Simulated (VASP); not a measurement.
# K (P6_3/mmc) in VASP: a series of runs, part 2 of 2

VASP 6.6.1.

**3. Single point, PBE+D3(BJ) (65.08 Å³/atom)**

This run uses another cell than the first one, of 65.08 Å³/atom.

File INCAR:

```
SYSTEM = K
PREC = Accurate
ENCUT = 520
EDIFF = 1E-7
ISMEAR = 0
SIGMA = 0.1
LREAL = .FALSE.
LASPH = .TRUE.
NELM = 80
ALGO = Fast
ISIF = 2
LWAVE = .FALSE.
LCHARG = .FALSE.
GGA = PE
IVDW = 12
NBANDS = 16
```

File KPOINTS:

```
regular mesh
0
G
  12 12 6
  0 0 0
```

File POSCAR:

```
K
1.0
    4.5127096246      0.0000000000      0.0000000000
   -2.2563548123      3.9081211748      0.0000000000
    0.0000000000      0.0000000000      7.3804684519
K
2
Direct
    0.3333333333      0.6666666667      0.2500000000
    0.6666666667      0.3333333333      0.7500000000
```

Potentials or basis: VASP PAW PBE potentials, release 64 (K_sv).

Started as:

```
> cat potpaw_PBE.64/K_sv/POTCAR > POTCAR
> mpirun -np 1 vasp_std > vasp.out
```

OUTCAR:

```text
SYSTEM = K
   PREC = Accurate
   ENCUT = 520
   EDIFF = 1E-7
   ISMEAR = 0
   LREAL = .FALSE.
   LASPH = .TRUE.
   NELM = 80
   ISIF = 2
   GGA = PE
   IVDW = 12
 IVDW          = 12

 ion  position               nearest neighbor table
   1  0.333  0.667  0.250-
   2  0.667  0.333  0.750-

  LATTYP: Found a hexagonal cell.
 ALAT       =     4.5127096246
 C/A-ratio  =     1.6354849006

  Lattice vectors:

 A1 = (   4.5127096246,   0.0000000000,   0.0000000000)
 A2 = (  -2.2563548123,   3.9081211748,   0.0000000000)
 A3 = (   0.0000000000,   0.0000000000,   7.3804684519)

Analysis of symmetry for initial positions (statically):
=====================================================================
 Subroutine PRICEL returns:
 Original cell was already a primitive cell.

 Routine SETGRP: Setting up the symmetry group for a
 hexagonal supercell.

 Subroutine GETGRP returns: Found 24 space group operations
 (whereof 12 operations were pure point group operations)
 out of a pool of 24 trial point group operations.

The static configuration has the point symmetry D_3d.
 The point group associated with its full space group is D_6h.

Analysis of symmetry for dynamics (positions and initial velocities):
=====================================================================
 Subroutine PRICEL returns:
 Original cell was already a primitive cell.

 Routine SETGRP: Setting up the symmetry group for a
 hexagonal supercell.

 Subroutine GETGRP returns: Found 24 space group operations
 (whereof 12 operations were pure point group operations)
 out of a pool of 24 trial point group operations.

The dynamic configuration has the point symmetry D_3d.
 The point group associated with its full space group is D_6h.

 Subroutine INISYM returns: Found 24 space group operations
 (whereof 12 operations are pure point group operations),
 and found     1 'primitive' translations

----------------------------------------------------------------------------------------

                                     Primitive cell

  volume of cell :     130.1635

  direct lattice vectors                    reciprocal lattice vectors
     4.512709625  0.000000000  0.000000000     0.221596354  0.127938715  0.000000000
    -2.256354812  3.908121175  0.000000000     0.000000000  0.255877429  0.000000000
     0.000000000  0.000000000  7.380468452     0.000000000  0.000000000  0.135492754

  length of vectors
     4.512709625  4.512709625  7.380468452     0.255877429  0.255877429  0.135492754

  position of ions in fractional coordinates (direct lattice)
     0.333333333  0.666666667  0.250000000
     0.666666667  0.333333333  0.750000000

  ion indices of the primitive-cell ions
   primitive index   ion index
                 1           1
                 2           2

----------------------------------------------------------------------------------------

 KPOINTS: regular mesh

Automatic generation of k-mesh.
 Grid dimensions read from file:
 generate k-points for:   12   12    6

 Generating k-lattice:

  Cartesian coordinates                     Fractional coordinates (reciprocal lattice)
     0.018466363  0.010661560  0.000000000     0.083333333  0.000000000  0.000000000
     0.000000000  0.021323119  0.000000000     0.000000000  0.083333333  0.000000000
     0.000000000  0.000000000  0.022582126     0.000000000  0.000000000  0.166666667

  Length of vectors
     0.021323119  0.021323119  0.022582126

  Shift w.r.t. Gamma in fractional coordinates (k-lattice)
     0.000000000  0.000000000  0.000000000

 Subroutine IBZKPT returns following result:
 ===========================================

 Found     76 irreducible k-points:

 Following reciprocal coordinates:
            Coordinates               Weight
  0.000000  0.000000  0.000000      1.000000
  0.083333  0.000000  0.000000      6.000000
  0.166667  0.000000  0.000000      6.000000
  0.250000 -0.000000  0.000000      6.000000
  0.333333  0.000000  0.000000      6.000000
  0.416667  0.000000  0.000000      6.000000
[... 16 lines left out ...]
  0.250000 -0.000000  0.166667     12.000000
  0.333333  0.000000  0.166667     12.000000
 [... further k-points ...]
   k-points           NKPTS =     76   k-points in BZ     NKDIM =     76   number of bands    NBANDS=     16
   number of dos      NEDOS =    301   number of ions     NIONS =      2
   total plane-waves  NPLWV =  72576
   dimension x,y,z NGX =    36 NGY =   36 NGZ =   56
   dimension x,y,z NGXF=    72 NGYF=   72 NGZF=  112
   ions per type =               2
   NGX,Y,Z   is equivalent  to a cutoff of  13.26, 13.26, 12.61 a.u.
   NGXF,Y,Z  is equivalent  to a cutoff of  26.52, 26.52, 25.23 a.u.
 SYSTEM =  K
   PREC   = accura    normal or accurate (medium, high low for compatibility)
   ISTART =      0    job   : 0-new  1-cont  2-samecut
   ICHARG =      2    charge: 1-file 2-atom 10-const
   ISPIN  =      1    spin polarized calculation?
   LNONCOLLINEAR =      F non collinear calculations
   LSORBIT =      F    spin-orbit coupling
   LASPH  =      T    aspherical Exc in radial PAW
   ENCUT  =  520.0 eV  38.22 Ry    6.18 a.u.   8.39  8.39 13.72*2*pi/ulx,y,z
   NELM   =     80;   NELMIN=  2; NELMDL= -5     # of ELM steps
   EDIFF  = 0.1E-06   stopping-criterion for ELM
   LREAL  =      F    real-space projection
   EDIFFG = 0.1E-05   stopping-criterion for IOM
   NSW    =      0    number of steps for IOM
   IBRION =     -1    ionic relax: 0-MD 1-quasi-New 2-CG
   NFREE  =      0    steps in history (QN), initial steepest desc. (CG)
   ISIF   =      2    stress and relaxation
   ISYM   =      2    0-nonsym 1-usesym 2-fastsym
   POTIM  = 0.5000    time-step for ionic-motion
   TEBEG  =    0.0;   TEEND  =   0.0 temperature during run
   PSTRESS=    0.0 pullay stress
   NELECT =      18.0000    total number of electrons
   NUPDOWN=      -1.0000    fix difference up-down
   EMIN   =  10.00;   EMAX   =-10.00  energy-range for DOS
   EFERMI =   0.00;   METHOD = LEGACY
   ISMEAR =     0;   SIGMA  =   0.10  broadening in eV -4-tet -1-fermi 0-gaus
   EFERMI_NEDOS =   21; number of points for ismear=-14 and -15
   IALGO  =     68    algorithm
   IMIX   =      4    mixing-type and parameters
     AMIX     =   0.40;   BMIX     =  1.00
     AMIX_MAG =   1.60;   BMIX_MAG =  1.00
  volume/ion in A,a.u.               =      65.08       439.19
  Fermi-wavevector in a.u.,A,eV,Ry     =   0.846582  1.599809  9.751319  0.716702
  Thomas-Fermi vector in A             =   1.961953
   LORBIT       =      0    0 simple, 1 ext, 2 COOP (PROOUT), +10 PAW based schemes
   GGA     = PE    functional components
   LHFCALC =     F    Hartree Fock is set to
   AEXX    =    0.0000 exact exchange contribution
   IVDW    =    12    specifies the selected vdW correction
   LEPSILON=     F    determine dielectric tensor
   LRPA    =     F    only Hartree local field effects (RPA)
 non-spin polarized calculation
 RMM-DIIS sequential band-by-band and
 Gauss-broadening in eV      SIGMA  =   0.10
  energy-cutoff  :      520.00
  volume of cell :      130.16
 maximum number of plane-waves:      3568
 NGX is ok and might be reduce to    36
   NGX = 17   NGY = 17   NGZ = 27

 number of electron      18.0000001 magnetization

 Free energy of the ion-electron system (eV)
  ---------------------------------------------------
  ext. energy  EPLUGINS =         0.00000000
  ---------------------------------------------------
  free energy    TOTEN  =        -2.07075284 eV

  energy without entropy =       -2.06347234  energy(sigma->0) =       -2.06711259

 E-fermi :   0.1483     XC(G=0):  -5.9544

 val. band max:        0.1266138574   @ k =   0.4167   0.0833   0.1667
 cond. band min:       0.1533542827   @ k =   0.3333   0.1667   0.3333
 fundamental gap:      0.0267404253
 Fermi energy:         0.1482941281

 k-point     1 :       0.0000    0.0000    0.0000
  band No.  band energies     occupation
      1     -31.8954      2.00000
      2     -31.8888      2.00000
      3     -15.4370      2.00000
      4     -15.3489      2.00000
      5     -15.3489      2.00000
      6     -15.3352      2.00000
[... 8 lines left out ...]
     15       4.7913      0.00000
     16       4.7932      0.00000
[... 419 lines left out ...]
 k-point    24 :       0.3333    0.0000    0.1667
  band No.  band energies     occupation
      1     -31.8904      2.00000
      2     -31.8871      2.00000
      3     -15.4171      2.00000
      4     -15.3997      2.00000
      5     -15.3913      2.00000
      6     -15.3652      2.00000
[... 8 lines left out ...]
     15       4.4748      0.00000
     16       5.0387      0.00000

 [... further k-points ...]

------------------------ aborting loop because EDIFF is reached ----------------------------------------

 Edisp (eV)   -0.25563

 E8    (eV) :    -0.1372

  FORCE on cell =-STRESS in cart. coord.  units (eV):
  Direction    XX          YY          ZZ          XY          YZ          ZX
  --------------------------------------------------------------------------------------
  -------------------------------------------------------------------------------------
  Total       0.21457     0.21457     0.21105     0.00000    -0.00000     0.00000
  in kB       2.64117     2.64117     2.59776     0.00000    -0.00000     0.00000
  external pressure =        2.63 kB  Pullay stress =        0.00 kB

 VOLUME and BASIS-vectors are now :
 -----------------------------------------------------------------------------
  energy-cutoff  :      520.00
  volume of cell :      130.16
      direct lattice vectors                 reciprocal lattice vectors
     4.512709625  0.000000000  0.000000000     0.221596354  0.127938715  0.000000000
    -2.256354812  3.908121175  0.000000000     0.000000000  0.255877429  0.000000000
     0.000000000  0.000000000  7.380468452     0.000000000  0.000000000  0.135492754

 POSITION                                       TOTAL-FORCE (eV/Angst)
 -----------------------------------------------------------------------------------
     -0.00000      2.60541      1.84512         0.000000     -0.000000     -0.000000
      2.25635      1.30271      5.53535        -0.000000      0.000000      0.000000
 -----------------------------------------------------------------------------------
    total drift:                               -0.000000      0.000000     -0.000000

  FREE ENERGIE OF THE ION-ELECTRON SYSTEM (eV)
  ---------------------------------------------------
  free  energy   TOTEN  =        -2.3263841239 eV

  energy  without entropy=       -2.3191036219  energy(sigma->0) =       -2.32274387
```

stdout:

```text
POSCAR found type information on POSCAR K
 POSCAR found :  1 types and       2 ions
 scaLAPACK will be used
 LDA part: xc-table for (Slater+PW92), standard interpolation
 POSCAR, INCAR and KPOINTS ok, starting setup
 FFT: planning ... GRIDC
 FFT: planning ... GRID_SOFT
 FFT: planning ... GRID
 WAVECAR not read
 entering main loop
WARNING in EDDRMM: call to ZHEGV failed, returncode =   8  4     10
WARNING in EDDRMM: call to ZHEGV failed, returncode =   8  4     13
 num prob RMM:  14    -0.207075260786E+01   -0.17371E-06   -0.87678E-07  3605   0.398E-03    0.757E-04
 num prob  num prob WARNING in EDDRMM: call to ZHEGV failed, returncode =   8  4     15
 num prob  num prob  num prob  num prob  num prob RMM:  15    -0.207075271545E+01   -0.10759E-06   -0.39327E-07  2975   0.283E-03    0.467E-04
 num prob  num prob  num prob  num prob  num prob  num prob WARNING in EDDRMM: call to ZHEGV failed, returncode =   8  4     14
 num prob WARNING in EDDRMM: call to ZHEGV failed, returncode =   6  3     13
WARNING in EDDRMM: call to ZHEGV failed, returncode =   8  4     13
 num prob WARNING in EDDRMM: call to ZHEGV failed, returncode =   6  3     14
 num prob  num prob WARNING in EDDRMM: call to ZHEGV failed, returncode =   6  3     13
 num prob RMM:  17    -0.207075283992E+01   -0.10941E-07   -0.13509E-07  2298   0.162E-03
```

It took 76 s on 1 thread of Intel Xeon 6975P-C (Granite Rapids), shared host; peak memory 0.33 GiB.

Results:

| Property | Result |
| --- | --- |
| Free energy | -2.3264 eV |
| Pressure | 0.3 GPa |
| Band gap on the k mesh | zero (bands 9 and 10 overlap by 2.77 eV) |
| Dispersion energy per atom | -0.128 eV |

Levels at points of the mesh, in eV from the Fermi level:
```tsv
k point	band 6	band 7	band 8	band 9	band 10	band 11	band 12	band 13
(0.00, 0.00, 0.00)	-15.48	-15.48	-15.48	-2.32	0.34	0.62	4.21	4.21
(0.50, 0.00, 0.00)	-15.52	-15.51	-15.50	0.16	0.29	1.62	1.99	2.45
(0.00, 0.00, 0.50)	-15.49	-15.49	-15.49	-1.53	-1.53	2.85	2.85	4.25
(0.50, 0.00, 0.50)	-15.51	-15.51	-15.51	0.63	0.63	0.97	0.97	3.14
```
